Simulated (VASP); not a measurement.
# Ho3F2 (P-3m1) in VASP: a series of runs

Ho3F2 is run at these levels: PBE; tasks: single point, relaxation of cell and atoms.

All numbers are computed with VASP 6.6.1; they aren't measurements. Logs are shortened: lines on timing, memory, paths and dates and some standing lists are left out, and cuts for length are marked.

### 1 The cell of the first run

The structure is trigonal, space group P-3m1 (No. 164). Conventional cell: a = 4.403 Å, b = 4.403 Å, c = 5.316 Å, α = 90.00°, β = 90.00°, γ = 120.00°. Within 3.5 Å of Ho (site symmetry -3m) lie 6 F at 2.65 Å and 6 Ho at 3.23 Å. Ho (site symmetry 3m) has 5 F at 2.59 to 2.84 Å and 6 Ho at 2.87 to 3.23 Å within 3.4 Å. F (site symmetry 3m) has 8 Ho at 2.59 to 2.84 Å and 3 F at 2.94 Å within 3.4 Å.

The cell was generated, and may not be a known phase.

### 2 Single point, PBE

File INCAR:

```
  PREC = Accurate
  ENCUT = 600
  EDIFF = 1E-6
  ISMEAR = 0
  SIGMA = 0.1
  LREAL = False
  LASPH = True
  NELM = 200
  ALGO = Normal
  ISIF = 2
  LWAVE = False
  LCHARG = False
  GGA = PE
  NBANDS = 28
  GGA_COMPAT = False
  LMAXMIX = 6
```

File KPOINTS:

```
regular mesh
0
Gamma
  6 6 4
```

File POSCAR:

```
Ho3F2
1.0
    4.4028118000      0.0000000000      0.0000000000
   -2.2014059000      3.8129468600      0.0000000000
    0.0000000000      0.0000000000      5.3159872700
Ho F
3 2
Direct
    0.0000000000      0.0000000000      0.0000000000
    0.3333333300      0.6666666700      0.6250000000
    0.6666666700      0.3333333300      0.3750000000
    0.3333333300      0.6666666700      0.1380000000
    0.6666666700      0.3333333300      0.8620000000
```

Potentials or basis: VASP PAW PBE potentials, release 64 (Ho_3, F), 4f in core.

The run is started by

```bash
> cat potpaw_PBE.64/Ho_3/POTCAR potpaw_PBE.64/F/POTCAR > POTCAR
> mpirun -np 1 vasp_std > vasp.out
```

OUTCAR:

```text
PREC = Accurate
   ENCUT = 600
   EDIFF = 1E-6
   ISMEAR = 0
   LREAL = False
   LASPH = True
   NELM = 200
   ISIF = 2
   GGA = PE

 ion  position               nearest neighbor table
   1  0.000  0.000  0.000-   4 2.65   5 2.65   4 2.65   5 2.65   5 2.65   4 2.65   2 3.23   3 3.23
                             2 3.23   3 3.23   2 3.23   3 3.23
   2  0.333  0.667  0.625-   4 2.59   4 2.73   5 2.84   5 2.84   5 2.84   3 2.87   3 2.87   3 2.87
                             1 3.23   1 3.23   1 3.23
   3  0.667  0.333  0.375-   5 2.59   5 2.73   4 2.84   4 2.84   4 2.84   2 2.87   2 2.87   2 2.87
                             1 3.23   1 3.23   1 3.23
   4  0.333  0.667  0.138-   2 2.59   1 2.65   1 2.65   1 2.65   2 2.73   3 2.84   3 2.84   3 2.84

   5  0.667  0.333  0.862-   3 2.59   1 2.65   1 2.65   1 2.65   3 2.73   2 2.84   2 2.84   2 2.84

  LATTYP: Found a hexagonal cell.
 ALAT       =     4.4028118000
 C/A-ratio  =     1.2074073368

  Lattice vectors:

 A1 = (   4.4028118000,   0.0000000000,   0.0000000000)
 A2 = (  -2.2014059000,   3.8129468600,   0.0000000000)
 A3 = (   0.0000000000,   0.0000000000,   5.3159872700)

Analysis of symmetry for initial positions (statically):
=====================================================================
 Subroutine PRICEL returns:
 Original cell was already a primitive cell.

 Routine SETGRP: Setting up the symmetry group for a
 hexagonal supercell.

 Subroutine GETGRP returns: Found 12 space group operations
 (whereof 12 operations were pure point group operations)
 out of a pool of 24 trial point group operations.

The static configuration has the point symmetry D_3d.

Analysis of symmetry for dynamics (positions and initial velocities):
=====================================================================
 Subroutine PRICEL returns:
 Original cell was already a primitive cell.

 Routine SETGRP: Setting up the symmetry group for a
 hexagonal supercell.

 Subroutine GETGRP returns: Found 12 space group operations
 (whereof 12 operations were pure point group operations)
 out of a pool of 24 trial point group operations.

The dynamic configuration has the point symmetry D_3d.

 Subroutine INISYM returns: Found 12 space group operations
 (whereof 12 operations are pure point group operations),
 and found     1 'primitive' translations

----------------------------------------------------------------------------------------

                                     Primitive cell

  volume of cell :      89.2431

  direct lattice vectors                    reciprocal lattice vectors
     4.402811800  0.000000000  0.000000000     0.227127582  0.131132171  0.000000000
    -2.201405900  3.812946860  0.000000000     0.000000000  0.262264342  0.000000000
     0.000000000  0.000000000  5.315987270     0.000000000  0.000000000  0.188111812

  length of vectors
     4.402811800  4.402811794  5.315987270     0.262264342  0.262264342  0.188111812

  position of ions in fractional coordinates (direct lattice)
     0.000000000  0.000000000  0.000000000
     0.333333330  0.666666670  0.625000000
     0.666666670  0.333333330  0.375000000
     0.333333330  0.666666670  0.138000000
     0.666666670  0.333333330  0.862000000

  ion indices of the primitive-cell ions
   primitive index   ion index
                 1           1
                 2           2
                 3           3
                 4           4
                 5           5

----------------------------------------------------------------------------------------

 KPOINTS: regular mesh

Automatic generation of k-mesh.
 Grid dimensions read from file:
 generate k-points for:    6    6    4

 Generating k-lattice:

  Cartesian coordinates                     Fractional coordinates (reciprocal lattice)
     0.037854597  0.021855362  0.000000000     0.166666667  0.000000000  0.000000000
     0.000000000  0.043710724  0.000000000     0.000000000  0.166666667  0.000000000
     0.000000000  0.000000000  0.047027953     0.000000000  0.000000000  0.250000000

  Length of vectors
     0.043710724  0.043710724  0.047027953

  Shift w.r.t. Gamma in fractional coordinates (k-lattice)
     0.000000000  0.000000000  0.000000000

 Subroutine IBZKPT returns following result:
 ===========================================

 Found     24 irreducible k-points:

 Following reciprocal coordinates:
            Coordinates               Weight
  0.000000  0.000000  0.000000      1.000000
  0.166667 -0.000000  0.000000      6.000000
  0.333333  0.000000  0.000000      6.000000
  0.500000  0.000000  0.000000      3.000000
  0.166667  0.166667  0.000000      6.000000
  0.333333  0.166667  0.000000     12.000000
[... 16 lines left out ...]
  0.333333  0.166667  0.500000     12.000000
  0.333333  0.333333  0.500000      2.000000
   k-points           NKPTS =     24   k-points in BZ     NKDIM =     24   number of bands    NBANDS=     28
   number of dos      NEDOS =    301   number of ions     NIONS =      5
   total plane-waves  NPLWV =  54432
   dimension x,y,z NGX =    36 NGY =   36 NGZ =   42
   dimension x,y,z NGXF=    72 NGYF=   72 NGZF=   84
   ions per type =               3   2
   NGX,Y,Z   is equivalent  to a cutoff of  13.59, 13.59, 13.13 a.u.
   NGXF,Y,Z  is equivalent  to a cutoff of  27.19, 27.19, 26.27 a.u.
 SYSTEM =  unknown system
   PREC   = accura    normal or accurate (medium, high low for compatibility)
   ISTART =      0    job   : 0-new  1-cont  2-samecut
   ICHARG =      2    charge: 1-file 2-atom 10-const
   ISPIN  =      1    spin polarized calculation?
   LNONCOLLINEAR =      F non collinear calculations
   LSORBIT =      F    spin-orbit coupling
   LASPH  =      T    aspherical Exc in radial PAW
   ENCUT  =  600.0 eV  44.10 Ry    6.64 a.u.   8.79  8.79 10.62*2*pi/ulx,y,z
   NELM   =    200;   NELMIN=  2; NELMDL= -5     # of ELM steps
   EDIFF  = 0.1E-05   stopping-criterion for ELM
   LREAL  =      F    real-space projection
   EDIFFG = 0.1E-04   stopping-criterion for IOM
   NSW    =      0    number of steps for IOM
   IBRION =     -1    ionic relax: 0-MD 1-quasi-New 2-CG
   NFREE  =      0    steps in history (QN), initial steepest desc. (CG)
   ISIF   =      2    stress and relaxation
   ISYM   =      2    0-nonsym 1-usesym 2-fastsym
   POTIM  = 0.5000    time-step for ionic-motion
   TEBEG  =    0.0;   TEEND  =   0.0 temperature during run
   PSTRESS=    0.0 pullay stress
   NELECT =      41.0000    total number of electrons
   NUPDOWN=      -1.0000    fix difference up-down
   EMIN   =  10.00;   EMAX   =-10.00  energy-range for DOS
   EFERMI =   0.00;   METHOD = LEGACY
   ISMEAR =     0;   SIGMA  =   0.10  broadening in eV -4-tet -1-fermi 0-gaus
   EFERMI_NEDOS =   21; number of points for ismear=-14 and -15
   IALGO  =     38    algorithm
   IMIX   =      4    mixing-type and parameters
     AMIX     =   0.40;   BMIX     =  1.00
     AMIX_MAG =   1.60;   BMIX_MAG =  1.00
  volume/ion in A,a.u.               =      17.85       120.45
  Fermi-wavevector in a.u.,A,eV,Ry     =   1.263217  2.387133 21.711039  1.595716
  Thomas-Fermi vector in A             =   2.396585
   LORBIT       =      0    0 simple, 1 ext, 2 COOP (PROOUT), +10 PAW based schemes
   GGA     = PE    functional components
   LHFCALC =     F    Hartree Fock is set to
   AEXX    =    0.0000 exact exchange contribution
   IVDW    =     0    specifies the selected vdW correction
   LEPSILON=     F    determine dielectric tensor
   LRPA    =     F    only Hartree local field effects (RPA)
 non-spin polarized calculation
 Gauss-broadening in eV      SIGMA  =   0.10
  energy-cutoff  :      600.00
  volume of cell :       89.24
 maximum number of plane-waves:      3015
 NGX is ok and might be reduce to    36
   NGX = 17   NGY = 17   NGZ = 21

 number of electron      40.9999996 magnetization

 Free energy of the ion-electron system (eV)
  ---------------------------------------------------
  ext. energy  EPLUGINS =         0.00000000
  ---------------------------------------------------
  free energy    TOTEN  =       -22.03483131 eV

  energy without entropy =      -22.01765562  energy(sigma->0) =      -22.02624346

 E-fermi :   5.1102     XC(G=0): -10.8787

 val. band max:        5.0344751184   @ k =   0.3333   0.0000   0.0000
 cond. band min:       5.1403133546   @ k =   0.3333   0.0000   0.0000
 fundamental gap:      0.1058382362
 Fermi energy:         5.1102236328

 k-point     1 :       0.0000    0.0000    0.0000
  band No.  band energies     occupation
      1     -21.3674      2.00000
      2     -21.2089      2.00000
      3     -19.8473      2.00000
      4     -19.8473      2.00000
      5     -19.5797      2.00000
      6     -19.5797      2.00000
[... 20 lines left out ...]
     27       8.8535      0.00000
     28       8.9346      0.00000

 k-point     2 :       0.1667   -0.0000    0.0000
  band No.  band energies     occupation
      1     -21.4360      2.00000
      2     -21.2252      2.00000
      3     -19.9030      2.00000
      4     -19.8477      2.00000
      5     -19.6616      2.00000
      6     -19.5523      2.00000
[... 20 lines left out ...]
     27       8.0176      0.00000
     28       8.1752      0.00000

 k-point     3 :       0.3333    0.0000    0.0000
  band No.  band energies     occupation
      1     -21.5565      2.00000
      2     -21.2502      2.00000
      3     -19.9905      2.00000
      4     -19.8536      2.00000
      5     -19.7422      2.00000
      6     -19.5201      2.00000
[... 20 lines left out ...]
     27       8.3638      0.00000
     28       8.4433      0.00000

 k-point     4 :       0.5000    0.0000    0.0000
  band No.  band energies     occupation
      1     -21.6114      2.00000
      2     -21.2564      2.00000
      3     -20.0278      2.00000
      4     -19.8977      2.00000
      5     -19.7255      2.00000
      6     -19.5098      2.00000
[... 578 lines left out ...]
     27       8.3248      0.00000
     28       8.7628      0.00000

 k-point    23 :       0.3333    0.1667    0.5000
  band No.  band energies     occupation
      1     -21.7520      2.00000
      2     -21.4291      2.00000
      3     -19.8880      2.00000
      4     -19.7793      2.00000
      5     -19.5660      2.00000
      6     -19.4976      2.00000
[... 20 lines left out ...]
     27       7.5879      0.00000
     28       8.2385      0.00000

 k-point    24 :       0.3333    0.3333    0.5000
  band No.  band energies     occupation
      1     -21.6285      2.00000
      2     -21.6285      2.00000
      3     -19.9632      2.00000
      4     -19.6210      2.00000
      5     -19.6210      2.00000
      6     -19.4449      2.00000
[... 20 lines left out ...]
     27       7.8345      0.00000
     28       7.8498      0.00000

------------------------ aborting loop because EDIFF is reached ----------------------------------------

  FORCE on cell =-STRESS in cart. coord.  units (eV):
  Direction    XX          YY          ZZ          XY          YZ          ZX
  --------------------------------------------------------------------------------------
  -------------------------------------------------------------------------------------
  Total        5.6207805      5.6207805      2.4813322      0.0000000      0.0000000      0.0000000
  in kB      100.9095808    100.9095805     44.5472286      0.0000000      0.0000000      0.0000000
  external PRESSURE =      82.1221300 kB  Pullay stress =       0.0000000 kB

 VOLUME and BASIS-vectors are now :
 -----------------------------------------------------------------------------
  energy-cutoff  :      600.00
  volume of cell :       89.24
      direct lattice vectors                 reciprocal lattice vectors
     4.402811800  0.000000000  0.000000000     0.227127582  0.131132171  0.000000000
    -2.201405900  3.812946860  0.000000000     0.000000000  0.262264342  0.000000000
     0.000000000  0.000000000  5.315987270     0.000000000  0.000000000  0.188111812

 POSITION                                       TOTAL-FORCE (eV/Angst)
 -----------------------------------------------------------------------------------
      0.00000      0.00000      0.00000         0.000000      0.000000      0.000000
     -0.00000      2.54196      3.32249         0.000000     -0.000000      0.980026
      2.20141      1.27098      1.99350         0.000000      0.000000     -0.980026
     -0.00000      2.54196      0.73361        -0.000000      0.000000     -0.926768
      2.20141      1.27098      4.58238         0.000000      0.000000      0.926768
 -----------------------------------------------------------------------------------
    total drift:                                0.000000      0.000000      0.000000

  FREE ENERGIE OF THE ION-ELECTRON SYSTEM (eV)
  ---------------------------------------------------
  free  energy   TOTEN  =       -22.0348313053 eV

  energy  without entropy=      -22.0176556189  energy(sigma->0) =      -22.02624346
```

Run time: 78 s. Hardware: 1 thread of AMD EPYC 7R13 (Zen 3), shared host; peak memory 0.22 GiB.

What came out:

| Item | Value |
| --- | --- |
| Free energy | -22.0348 eV |
| Pressure | 8.2 GPa |
| Largest force | 0.980 eV/Å |
| Band gap on the k mesh | zero (an odd number of electrons rules out a gap without spin polarisation) |

Forces in eV/Å, atoms in the order of the input:
```
Ho   0.000  0.000  0.000
Ho   0.000  0.000  0.980
Ho   0.000  0.000 -0.980
F    0.000  0.000 -0.927
F    0.000  0.000  0.927
```

Caveat: the stress differs along the axes, from 4 to 10 GPa; spin-orbit coupling is left out, which moves the levels of the heavy elements; the 4f electrons are frozen in the core, so they carry no moment and show no levels; an odd number of electrons without spin polarisation forces a metal; a magnetic or distorted state may lie lower; the run has no spin polarisation, though such a crystal can be magnetic.

### 3 Single point, PBE

This run uses another cell than the first one, of 22.56 Å³/atom.

File INCAR:

```
ALGO     = Normal         # electronic algorithm
EDIFF    = 1E-6           # SCF threshold, eV
ENCUT    = 600            # plane-wave cutoff, eV
GGA      = PE             # functional
GGA_COMPAT= F            
ISIF     = 2              # what is computed and relaxed
ISMEAR   = 0              # smearing method
LASPH    = T              # aspherical terms in the spheres
LCHARG   = F              # write CHGCAR
LMAXMIX  = 6              # l up to which the mixer works
LREAL    = F              # projectors in reciprocal space
LWAVE    = F              # write WAVECAR
NBANDS   = 28             # bands
NELM     = 200            # most SCF steps
PREC     = Accurate       # precision mode
SIGMA    = 0.1            # smearing width, eV
```

File KPOINTS:

```
k-points
0
Gamma
  6 6 4
```

File POSCAR:

```
Ho3F2
1.0
    3.7942618574      0.0000000000      0.0000000000
   -1.8971309287      3.2859271571      0.0000000000
    0.0000000000      0.0000000000      9.0468221881
Ho F
3 2
Direct
    0.0000000000      0.0000000000      0.0000000000
    0.3333333333      0.6666666667      0.6588787161
    0.6666666667      0.3333333333      0.3411212839
    0.3333333333      0.6666666667     -0.0709817802
    0.6666666667      0.3333333333      1.0709817802
```

Potentials or basis: VASP PAW PBE potentials, release 64 (Ho_3, F), 4f in core.

The run is started by

```bash
> cat potpaw_PBE.64/Ho_3/POTCAR potpaw_PBE.64/F/POTCAR > POTCAR
> mpirun -np 1 vasp_std > vasp.out
```

It took 91 s on 1 thread of AMD EPYC 7R13 (Zen 3), shared host; peak memory 0.25 GiB.

It converged, with:

```
Free energy            : -27.1505 eV
Pressure               : 0.7 GPa
Largest force          : 0.035 eV/Å
Band gap on the k mesh : zero (an odd number of electrons rules out a gap without spin polarisation)
```

Forces on the atoms (eV/Å):
```
Ho   0.000  0.000  0.000
Ho   0.000  0.000 -0.032
Ho   0.000  0.000  0.032
F    0.000  0.000 -0.035
F    0.000  0.000  0.035
```

Stress tensor (GPa, compression positive):
```
0.71 0.00 0.00
0.00 0.71 0.00
0.00 0.00 0.57
```

Levels at points of the mesh, in eV from the Fermi level:
```csv
k point,band 17,band 18,band 19,band 20,band 21,band 22,band 23,band 24
"(0.00, 0.00, 0.00)",-7.93,-4.37,-2.65,-0.53,1.25,1.25,1.69,1.69
"(0.50, 0.00, 0.00)",-8.05,-1.45,-1.35,-1.09,-0.17,0.35,1.49,1.59
"(0.00, 0.00, 0.50)",-7.93,-4.06,-3.24,0.31,0.85,1.28,1.28,1.84
"(0.50, 0.00, 0.50)",-8.06,-1.65,-1.24,-0.78,-0.34,0.56,0.85,1.48
```

Caveat: spin-orbit coupling is left out, which moves the levels of the heavy elements; the 4f electrons are frozen in the core, so they carry no moment and show no levels; an odd number of electrons without spin polarisation forces a metal; a magnetic or distorted state may lie lower; the run has no spin polarisation, though such a crystal can be magnetic.

(Part 1 of 2 ends here.)

The gap in the log of VASP goes by the Fermi energy; the results here count the filled bands.